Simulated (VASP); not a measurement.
A run of VASP 6.6.1 is set up as follows.

Contents of INCAR:

```
ALGO = Normal ; EDIFF = 1E-7
EDIFFG = -0.01 ; ENCUT = 450
GGA = PE ; GGA_COMPAT = False
IBRION = 2 ; ISIF = 2
ISMEAR = -1 ; LASPH = True
LCHARG = False ; LREAL = False
LWAVE = False ; NELM = 120
NELMIN = 4 ; NSW = 50
PREC = Accurate ; SIGMA = 0.03
```

The input KPOINTS:

```
k-points
0
Gamma
  9 9 9
```

Contents of POSCAR:

```
AgBr
1.0
    0.0000000000      2.4862361682      2.4862361682
    2.4862361682      0.0000000000      2.4862361682
    2.4862361682      2.4862361682      0.0000000000
Ag Br
1 1
Direct
    0.0000000000      0.0000000000      0.0000000000
    0.5000000000      0.5000000000      0.5000000000
```

Potentials or basis: VASP PAW PBE potentials, release 64 (Ag, Br).

Launch:

```console
$ cat potpaw_PBE.64/Ag/POTCAR potpaw_PBE.64/Br/POTCAR > POTCAR
$ mpirun -np 1 vasp_std > vasp.out
```

Question: Estimate the band gap on the k mesh.

Answer: 0.64 eV (least direct gap 2.22 eV).

Final structure:
```
Ag Br
1.0
     0.00000    2.48624    2.48624
     2.48624    0.00000    2.48624
     2.48624    2.48624    0.00000
Ag Br
1 1
Direct
  0.00000 0.00000 0.00000
  0.50000 0.50000 0.50000
```

Caveat: the relaxation stopped at its first step, so nothing moved; an odd mesh through Γ misses points on the zone boundary, where band edges can lie.
